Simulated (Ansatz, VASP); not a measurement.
# One calculation of BeS, two programs

File POSCAR:

```
BeS
1.0
    0.0000000000      2.4343066356      2.4343066356
    2.4343066356      0.0000000000      2.4343066356
    2.4343066356      2.4343066356      0.0000000000
Be S
1 1
Direct
    0.0000000000      0.0000000000      0.0000000000
    0.2500000000      0.2500000000      0.2500000000
```

The input INCAR.step1:

```
PREC = Accurate
ENCUT = 520
ISMEAR = 0
SIGMA = 0.01
LREAL = F
LASPH = T
NELM = 100
NBANDS = 11
GGA = PE
ALGO = Normal
EDIFF = 1E-4
LWAVE = T
LCHARG = F
```

File INCAR.step2:

```
PREC = Accurate
ENCUT = 520
EDIFF = 1E-7
ISMEAR = 0
SIGMA = 0.01
LREAL = F
LASPH = T
NELM = 100
ALGO = Normal
ISIF = 2
LWAVE = F
LCHARG = T
METAGGA = R2SCAN
LMIXTAU = T
LELF = T
LVHAR = T
NBANDS = 11
ISTART = 1
```

Contents of KPOINTS:

```
Automatic mesh
0
Gamma
  8 8 8
```

Input for Ansatz:

```yaml
crystal:
  lattice:
    - [0.0, 2.4343066356, 2.4343066356]
    - [2.4343066356, 0.0, 2.4343066356]
    - [2.4343066356, 2.4343066356, 0.0]
  atoms:
    - { symbol: Be, position: [0.0, 0.0, 0.0] }
    - { symbol: S, position: [0.25, 0.25, 0.25] }
kpoints:
  mp_grid: { grid: [8, 8, 8] }
hamiltonian:
  xc: r2scan
scf:
  occupations: { method: fixed }
  n_extra_bands: 4
output:
  forces: true
  stress: true
  eigenvalues: true
```

Alike in both runs: task single point; functional r2SCAN; k mesh 8 × 8 × 8; no spin polarisation.

```csv
,VASP,Ansatz
version,VASP 6.6.1,Ansatz 0.2.0
potentials or method,"VASP PAW PBE potentials, release 64 (Be, S)","plane waves, PAW"
plane-wave cutoff (eV),520,500
occupations,"gaussian, width 0.01 eV",fixed
valence electrons in the cell,8,8
```

```tsv
	VASP	Ansatz	Ansatz less VASP
gap on the k mesh at the Fermi level (eV)	3.60	3.59	-0.009
pressure (GPa)	0.3	0.0	-0.27
```

VASP's potentials were made for PBE, not for r2SCAN.
